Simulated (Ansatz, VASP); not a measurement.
**One calculation of MgSb2, two programs**

```
Mg Sb
1.0
     4.61798   -2.89121    0.00000
     4.61798    2.89121    0.00000
     0.00000    0.00000    5.51190
Mg Sb
2 4
Direct
  0.31588 0.68412 0.75000
  0.68412 0.31588 0.25000
  0.63457 0.03378 0.75000
  0.96622 0.36543 0.75000
  0.03378 0.63457 0.25000
  0.36543 0.96622 0.25000
```

Alike in both runs: task single point; functional PBEsol; k mesh 4 × 4 × 4; occupations fermi-dirac, width 0.1 eV; no spin polarisation.

|  | VASP | Ansatz |
| --- | --- | --- |
| version | VASP 6.6.1 | Ansatz 0.2.0 |
| potentials or method | VASP PAW PBE potentials, release 64 (Mg, Sb), cutoff 520 eV | plane waves, PAW |
| valence electrons in the cell | 24 | 80 |

VASP gave:

| Item | Value |
| --- | --- |
| pressure (GPa) | 0.5 |
| traceless stress, the component that is largest in VASP (GPa) | 2.35 |

Which values does Ansatz return?

Pressure (GPa): 0.4; traceless stress, the component that is largest in VASP (GPa): 2.28.

VASP's potentials were made for PBE, not for PBEsol. VASP's potentials hold 24 valence electrons a cell and Ansatz's 80, so a difference there can come from the potentials and not from the codes.

Spin-orbit coupling is off throughout.
